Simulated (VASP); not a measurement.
# AlN (F-43m) in VASP: settings compared

AlN is run at these levels: HSE06, r2SCAN; tasks: single point, relaxation of cell and atoms.

Everything below comes from runs of VASP 6.6.1. Logs are shortened: lines on timing, memory, paths and dates and some standing lists are left out, and cuts for length are marked.

## 1. The cell of the first run

Symmetry: F-43m, No. 216, cubic system. The conventional cell has a = 4.370 Å, b = 4.370 Å, c = 4.370 Å, α = 90.00°, β = 90.00°, γ = 90.00°. Al (site symmetry -43m) has 4 N at 1.89 Å within 2.5 Å. N (site symmetry -43m) has 4 Al at 1.89 Å within 2.5 Å.

## 2. Single point, HSE06

POSCAR reads:

```
AlN
1.0
    0.0000000000      2.1848764127      2.1848764127
    2.1848764127      0.0000000000      2.1848764127
    2.1848764127      2.1848764127      0.0000000000
Al N
1 1
Direct
    0.0000000000      0.0000000000      0.0000000000
    0.2500000000      0.2500000000      0.2500000000
```

INCAR.step1 reads:

```
ALGO = Normal
EDIFF = 1E-5
ENCUT = 520
GGA = PE
ISIF = 2
ISMEAR = 0
LASPH = True
LCHARG = False
LREAL = False
LWAVE = True
NBANDS = 11
NELM = 80
PREC = Accurate
SIGMA = 0.01
```

INCAR.step2 reads:

```
ALGO = Normal
EDIFF = 1E-6
ENCUT = 520
GGA = PE
HFSCREEN = 0.2079
ISIF = 2
ISMEAR = 0
ISTART = 1
LASPH = True
LCHARG = False
LHFCALC = True
LREAL = False
LWAVE = False
NBANDS = 11
NELM = 80
PREC = Accurate
PRECFOCK = Normal
SIGMA = 0.01
```

KPOINTS reads:

```
k-points
0
Gamma
  8 8 8
```

Potentials or basis: VASP PAW PBE potentials, release 64 (Al, N).

On the command line:

```bash
$ cat potpaw_PBE.64/Al/POTCAR potpaw_PBE.64/N/POTCAR > POTCAR
$ cp INCAR.step1 INCAR
$ mpirun -np 1 vasp_std > vasp.out
$ cp INCAR.step2 INCAR
$ mpirun -np 1 vasp_std > vasp.out
```

OUTCAR:

```text
EDIFF = 1E-6
   ENCUT = 520
   GGA = PE
   HFSCREEN = 0.2079
   ISIF = 2
   ISMEAR = 0
   ISTART = 1
   LASPH = True
   LHFCALC = True
   LREAL = False
   NELM = 80
   PREC = Accurate
   PRECFOCK = Normal

 ion  position               nearest neighbor table
   1  0.000  0.000  0.000-   2 1.89   2 1.89   2 1.89   2 1.89
   2  0.250  0.250  0.250-   1 1.89   1 1.89   1 1.89   1 1.89

  LATTYP: Found a face centered cubic cell.
 ALAT       =     4.3697528254

  Lattice vectors:

 A1 = (   0.0000000000,   2.1848764127,   2.1848764127)
 A2 = (   2.1848764127,   0.0000000000,   2.1848764127)
 A3 = (   2.1848764127,   2.1848764127,   0.0000000000)

Analysis of symmetry for initial positions (statically):
=====================================================================
 Subroutine PRICEL returns:
 Original cell was already a primitive cell.

 Routine SETGRP: Setting up the symmetry group for a
 face centered cubic supercell.

 Subroutine GETGRP returns: Found 24 space group operations
 (whereof 24 operations were pure point group operations)
 out of a pool of 48 trial point group operations.

The static configuration has the point symmetry T_d .

Analysis of symmetry for dynamics (positions and initial velocities):
=====================================================================
 Subroutine PRICEL returns:
 Original cell was already a primitive cell.

 Routine SETGRP: Setting up the symmetry group for a
 face centered cubic supercell.

 Subroutine GETGRP returns: Found 24 space group operations
 (whereof 24 operations were pure point group operations)
 out of a pool of 48 trial point group operations.

The dynamic configuration has the point symmetry T_d .

 Subroutine INISYM returns: Found 24 space group operations
 (whereof 24 operations are pure point group operations),
 and found     1 'primitive' translations

----------------------------------------------------------------------------------------

                                     Primitive cell

  volume of cell :      20.8598

  direct lattice vectors                    reciprocal lattice vectors
     0.000000000  2.184876413  2.184876413    -0.228845896  0.228845896  0.228845896
     2.184876413  0.000000000  2.184876413     0.228845896 -0.228845896  0.228845896
     2.184876413  2.184876413  0.000000000     0.228845896  0.228845896 -0.228845896

  length of vectors
     3.089881855  3.089881855  3.089881855     0.396372719  0.396372719  0.396372719

  position of ions in fractional coordinates (direct lattice)
     0.000000000  0.000000000  0.000000000
     0.250000000  0.250000000  0.250000000

  ion indices of the primitive-cell ions
   primitive index   ion index
                 1           1
                 2           2

----------------------------------------------------------------------------------------

 KPOINTS: k-points

Automatic generation of k-mesh.
 Grid dimensions read from file:
 generate k-points for:    8    8    8

 Generating k-lattice:

  Cartesian coordinates                     Fractional coordinates (reciprocal lattice)
    -0.028605737  0.028605737  0.028605737     0.125000000  0.000000000  0.000000000
     0.028605737 -0.028605737  0.028605737     0.000000000  0.125000000  0.000000000
     0.028605737  0.028605737 -0.028605737     0.000000000  0.000000000  0.125000000

  Length of vectors
     0.049546590  0.049546590  0.049546590

  Shift w.r.t. Gamma in fractional coordinates (k-lattice)
     0.000000000  0.000000000  0.000000000

 Subroutine IBZKPT returns following result:
 ===========================================

 Found     29 irreducible k-points:

 Following reciprocal coordinates:
            Coordinates               Weight
  0.000000  0.000000  0.000000      1.000000
  0.125000  0.000000  0.000000      8.000000
  0.250000  0.000000  0.000000      8.000000
  0.375000  0.000000  0.000000      8.000000
  0.500000  0.000000  0.000000      4.000000
  0.125000  0.125000  0.000000      6.000000
[... 16 lines left out ...]
  0.500000  0.250000  0.125000     48.000000
 -0.375000  0.250000  0.125000     24.000000
 [... further k-points ...]
   k-points           NKPTS =     29   k-points in BZ     NKDIM =    512   number of bands    NBANDS=     11
   number of dos      NEDOS =    301   number of ions     NIONS =      2
   total plane-waves  NPLWV =  13824
   dimension x,y,z NGX =    24 NGY =   24 NGZ =   24
   dimension x,y,z NGXF=    48 NGYF=   48 NGZF=   48
   ions per type =               1   1
   NGX,Y,Z   is equivalent  to a cutoff of  12.91, 12.91, 12.91 a.u.
   NGXF,Y,Z  is equivalent  to a cutoff of  25.83, 25.83, 25.83 a.u.
 SYSTEM =  unknown system
   PREC   = accura    normal or accurate (medium, high low for compatibility)
   ISTART =      1    job   : 0-new  1-cont  2-samecut
   ICHARG =      0    charge: 1-file 2-atom 10-const
   ISPIN  =      1    spin polarized calculation?
   LNONCOLLINEAR =      F non collinear calculations
   LSORBIT =      F    spin-orbit coupling
   LASPH  =      T    aspherical Exc in radial PAW
   ENCUT  =  520.0 eV  38.22 Ry    6.18 a.u.   5.75  5.75  5.75*2*pi/ulx,y,z
   NELM   =     80;   NELMIN=  2; NELMDL=  0     # of ELM steps
   EDIFF  = 0.1E-05   stopping-criterion for ELM
   LREAL  =      F    real-space projection
   EDIFFG = 0.1E-04   stopping-criterion for IOM
   NSW    =      0    number of steps for IOM
   IBRION =     -1    ionic relax: 0-MD 1-quasi-New 2-CG
   NFREE  =      0    steps in history (QN), initial steepest desc. (CG)
   ISIF   =      2    stress and relaxation
   ISYM   =      3    0-nonsym 1-usesym 2-fastsym
   POTIM  = 0.5000    time-step for ionic-motion
   TEBEG  =    0.0;   TEEND  =   0.0 temperature during run
   PSTRESS=    0.0 pullay stress
   NELECT =       8.0000    total number of electrons
   NUPDOWN=      -1.0000    fix difference up-down
   EMIN   =  10.00;   EMAX   =-10.00  energy-range for DOS
   EFERMI =   0.00;   METHOD = LEGACY
   ISMEAR =     0;   SIGMA  =   0.01  broadening in eV -4-tet -1-fermi 0-gaus
   EFERMI_NEDOS =   21; number of points for ismear=-14 and -15
   IALGO  =     38    algorithm
   IMIX   =      1    mixing-type and parameters
     AMIX     =   0.40;   BMIX     =  1.00
     AMIX_MAG =   1.60;   BMIX_MAG =  1.00
  volume/ion in A,a.u.               =      10.43        70.38
  Fermi-wavevector in a.u.,A,eV,Ry     =   1.189418  2.247675 19.248378  1.414716
  Thomas-Fermi vector in A             =   2.325526
   LORBIT       =      0    0 simple, 1 ext, 2 COOP (PROOUT), +10 PAW based schemes
   GGA     = PE    functional components
   LHFCALC =     T    Hartree Fock is set to
   PRECFOCK=normal    Normal, Fast or Accurate (Low or Medium for compatibility)
   ENCUT4O =  -1.0   cutoff for four orbital integrals eV
   NKREDX  =     1    reduce k-point grid by
   NKREDY  =     1    reduce k-point grid by
   NKREDZ  =     1    reduce k-point grid by
   AEXX    =    0.2500 exact exchange contribution
   HFSCREEN=    0.2079 screening length (either q_TF or 0.3 A-1)
   HFSCREENC=   0.2079 screening length for correlation (either q_TF or 0.3 A-1)
   ENCUTFOCK=  -1.0 apply spherical cutoff to Coloumb kernel
   IVDW    =     0    specifies the selected vdW correction
   LEPSILON=     F    determine dielectric tensor
   LRPA    =     F    only Hartree local field effects (RPA)
 non-spin polarized calculation
 Gauss-broadening in eV      SIGMA  =   0.01
  energy-cutoff  :      520.00
  volume of cell :       20.86
 maximum number of plane-waves:       588
  NGX = 18; NGY = 18; NGZ = 18

 number of electron       8.0000000 magnetization

 Free energy of the ion-electron system (eV)
  ---------------------------------------------------
  ext. energy  EPLUGINS =         0.00000000
  ---------------------------------------------------
  free energy    TOTEN  =       -17.39613357 eV

  energy without entropy =      -17.39613357  energy(sigma->0) =      -17.39613357

 E-fermi :   5.2131     XC(G=0):  -9.0100

 val. band max:        5.0339662170   @ k =   0.0000   0.0000   0.0000
 cond. band min:       9.5863712233   @ k =   0.5000   0.5000   0.0000
 fundamental gap:      4.5524050064
 Fermi energy:         5.2131128296

 k-point     1 :       0.0000    0.0000    0.0000
  band No.  band energies     occupation
      1     -11.4359      2.00000
      2       5.0340      2.00000
      3       5.0340      2.00000
      4       5.0340      2.00000
      5      10.5722      0.00000
      6      19.2612      0.00000
      7      19.2612      0.00000
      8      19.2612      0.00000
      9      24.6194      0.00000
     10      24.6194      0.00000
     11      26.0105      0.00000

 k-point     2 :       0.1250    0.0000    0.0000
  band No.  band energies     occupation
      1     -11.1928      2.00000
      2       3.7947      2.00000
      3       4.9467      2.00000
      4       4.9467      2.00000
      5      11.5481      0.00000
      6      18.6913      0.00000
      7      19.4565      0.00000
      8      19.4565      0.00000
      9      22.9771      0.00000
     10      22.9771      0.00000
     11      24.8559      0.00000

 k-point     3 :       0.2500    0.0000    0.0000
  band No.  band energies     occupation
      1     -10.5269      2.00000
      2       1.5254      2.00000
      3       4.7498      2.00000
      4       4.7498      2.00000
      5      12.9616      0.00000
      6      17.7037      0.00000
      7      19.0329      0.00000
      8      19.0329      0.00000
      9      23.1281      0.00000
     10      23.1281      0.00000
     11      24.0343      0.00000

 k-point     4 :       0.3750    0.0000    0.0000
  band No.  band energies     occupation
      1      -9.6890      2.00000
      2      -0.4684      2.00000
      3       4.5698      2.00000
      4       4.5698      2.00000
      5      13.7069      0.00000
      6      16.9575      0.00000
      7      18.1378      0.00000
      8      18.1378      0.00000
      9      24.4079      0.00000
     10      25.3057      0.00000
     11      25.3057      0.00000

 k-point     5 :       0.5000    0.0000    0.0000
  band No.  band energies     occupation
      1      -9.2560      2.00000
      2      -1.3108      2.00000
      3       4.4995      2.00000
      4       4.4995      2.00000
      5      13.8942      0.00000
      6      16.6655      0.00000
      7      17.7794      0.00000
      8      17.7794      0.00000
      9      24.9346      0.00000
     10      27.2583      0.00000
     11      27.2583      0.00000
[... 211 lines left out ...]
 k-point    21 :       0.5000    0.5000    0.0000
  band No.  band energies     occupation
      1      -8.5774      2.00000
      2      -0.2965      2.00000
      3       3.0830      2.00000
      4       3.0830      2.00000
      5       9.5864      0.00000
      6      15.1046      0.00000
      7      21.1165      0.00000
      8      22.8415      0.00000
      9      22.8415      0.00000
     10      30.7740      0.00000
     11      31.2422      0.00000

 k-point    22 :       0.3750    0.2500    0.1250
  band No.  band energies     occupation
      1      -9.9920      2.00000
      2       1.1950      2.00000
      3       3.4232      2.00000
      4       4.3737      2.00000
      5      13.3240      0.00000
      6      17.2011      0.00000
      7      17.5155      0.00000
      8      20.1099      0.00000
      9      21.5108      0.00000
     10      26.1427      0.00000
     11      28.6399      0.00000

 k-point    23 :       0.5000    0.2500    0.1250
  band No.  band energies     occupation
      1      -9.2705      2.00000
      2       0.0346      2.00000
      3       2.7855      2.00000
      4       4.0192      2.00000
      5      13.5625      0.00000
      6      16.2690      0.00000
      7      18.3273      0.00000
      8      19.7006      0.00000
      9      22.9772      0.00000
     10      26.7343      0.00000
     11      28.7733      0.00000

 k-point    24 :      -0.3750    0.2500    0.1250
  band No.  band energies     occupation
      1      -8.9142      2.00000
      2      -0.5305      2.00000
      3       2.6211      2.00000
      4       3.8173      2.00000
      5      13.6157      0.00000
      6      15.8689      0.00000
      7      19.0473      0.00000
      8      19.5096      0.00000
      9      24.1405      0.00000
     10      25.7836      0.00000
     11      29.0656      0.00000

 [... further k-points ...]
[... 5 lines left out ...]
  --------------------------------------------------------------------------------------
  -------------------------------------------------------------------------------------
  Total       -0.1049778     -0.1049778     -0.1049778      0.0000000      0.0000000      0.0000000
  in kB       -8.0630164     -8.0630164     -8.0630164      0.0000000      0.0000000      0.0000000
  external PRESSURE =      -8.0630164 kB  Pullay stress =       0.0000000 kB

 VOLUME and BASIS-vectors are now :
 -----------------------------------------------------------------------------
  energy-cutoff  :      520.00
  volume of cell :       20.86
      direct lattice vectors                 reciprocal lattice vectors
     0.000000000  2.184876413  2.184876413    -0.228845896  0.228845896  0.228845896
     2.184876413  0.000000000  2.184876413     0.228845896 -0.228845896  0.228845896
     2.184876413  2.184876413  0.000000000     0.228845896  0.228845896 -0.228845896

 POSITION                                       TOTAL-FORCE (eV/Angst)
 -----------------------------------------------------------------------------------
      0.00000      0.00000      0.00000         0.000000      0.000000      0.000000
      1.09244      1.09244      1.09244        -0.000000     -0.000000     -0.000000
 -----------------------------------------------------------------------------------
    total drift:                               -0.000000     -0.000000     -0.000000

  FREE ENERGIE OF THE ION-ELECTRON SYSTEM (eV)
  ---------------------------------------------------
  free  energy   TOTEN  =       -17.3961335740 eV

  energy  without entropy=      -17.3961335740  energy(sigma->0) =      -17.39613357
```

It took 46 min on 1 thread of Intel Xeon 8259CL, shared host; peak memory 0.26 GiB.

What came out:

```yaml
Free_energy: -17.3961 eV
Pressure: -0.8 GPa
Band_gap_on_the_k_mesh: 4.55 eV (least direct gap 5.54 eV)
```

Caveat: the PAW data sets were made with another functional, which shifts forces and pressure a little.

## 3. Relaxation of cell and atoms, r2SCAN

This run uses another cell than the first one, of 10.67 Å³/atom.

POSCAR reads:

```
AlN
1.0
    0.0000000000      2.2015394219      2.2015394219
    2.2015394219      0.0000000000      2.2015394219
    2.2015394219      2.2015394219      0.0000000000
Al N
1 1
Direct
    0.0000000000      0.0000000000      0.0000000000
    0.2500000000      0.2500000000      0.2500000000
```

INCAR.step1 reads:

```
SYSTEM = AlN
PREC = Accurate
ENCUT = 600
ISMEAR = -1
SIGMA = 0.02
LREAL = .False.
LASPH = .True.
NELM = 80
GGA = PE
ALGO = Normal
EDIFF = 1E-4
LWAVE = .True.
LCHARG = .False.
```

INCAR.step2 reads:

```
SYSTEM = AlN
PREC = Accurate
ENCUT = 600
EDIFF = 1E-7
ISMEAR = -1
SIGMA = 0.02
LREAL = .False.
LASPH = .True.
NELM = 80
ALGO = Normal
ISIF = 3
LWAVE = .False.
LCHARG = .False.
METAGGA = R2SCAN
LMIXTAU = .True.
IBRION = 2
NSW = 80
EDIFFG = -0.005
ISTART = 1
```

KPOINTS reads:

```
Automatic mesh
0
Gamma
  10 10 10
  0 0 0
```

Potentials or basis: VASP PAW PBE potentials, release 64 (Al, N).

On the command line:

```bash
$ cat potpaw_PBE.64/Al/POTCAR potpaw_PBE.64/N/POTCAR > POTCAR
$ cp INCAR.step1 INCAR
$ mpirun -np 1 vasp_std > vasp.out
$ cp INCAR.step2 INCAR
$ mpirun -np 1 vasp_std > vasp.out
```

Wall time 2 min (1 thread of Intel Xeon Platinum 8488C (Sapphire Rapids), shared host); peak memory 0.16 GiB.

The run converged. Its results:

- Free energy: -19.1799 eV
- Relaxed volume: 10.41 Å³/atom
- Relaxed cell: a = 3.088 Å, b = 3.088 Å, c = 3.088 Å, α = 60.00°, β = 60.00°, γ = 60.00°
- Space group after relaxing (to 0.1 Å): F-43m (No. 216)
- Energy gained by relaxing: 4.0 meV/atom
- Ionic steps: 4
- Pressure after relaxing: 0.0 GPa
- Band gap on the k mesh: 3.94 eV (least direct gap 4.90 eV)

Step by step:
```csv
step,energy change (eV),largest force (eV/Å),pressure (GPa),volume (Å³)
1,0.0000,0.0000,-4.93,21.34
2,-0.0001,0.0000,5.23,20.34
3,-0.0080,0.0000,-0.08,20.83
4,-0.0080,0.0000,0.02,20.82
```

Final structure:
```cif
data_structure
_symmetry_space_group_name_H-M 'P 1'
_symmetry_Int_Tables_number 1
_cell_length_a 3.0881
_cell_length_b 3.0881
_cell_length_c 3.0881
_cell_angle_alpha 60.000
_cell_angle_beta 60.000
_cell_angle_gamma 60.000
_cell_volume 20.82
loop_
_atom_site_label
_atom_site_type_symbol
_atom_site_fract_x
_atom_site_fract_y
_atom_site_fract_z
_atom_site_occupancy
Al1 Al 0.00000 0.00000 0.00000 1
N1 N 0.25000 0.25000 0.25000 1
```

Levels at points of the mesh, in eV from the valence-band top:
```
           k point  band 2  band 3  band 4  band 5  band 6  band 7
(0.00, 0.00, 0.00)    0.00    0.00    0.00    4.90   13.53   13.53
(0.50, 0.00, 0.00)   -5.90   -0.49   -0.49    8.22   10.83   11.95
(0.50, 0.50, 0.00)   -4.95   -1.81   -1.81    3.93    9.48   15.21
```

Caveat: the PAW data sets were made with another functional, which shifts forces and pressure a little. A k mesh can miss the band edges.

(Part 1 of 2 ends here.)
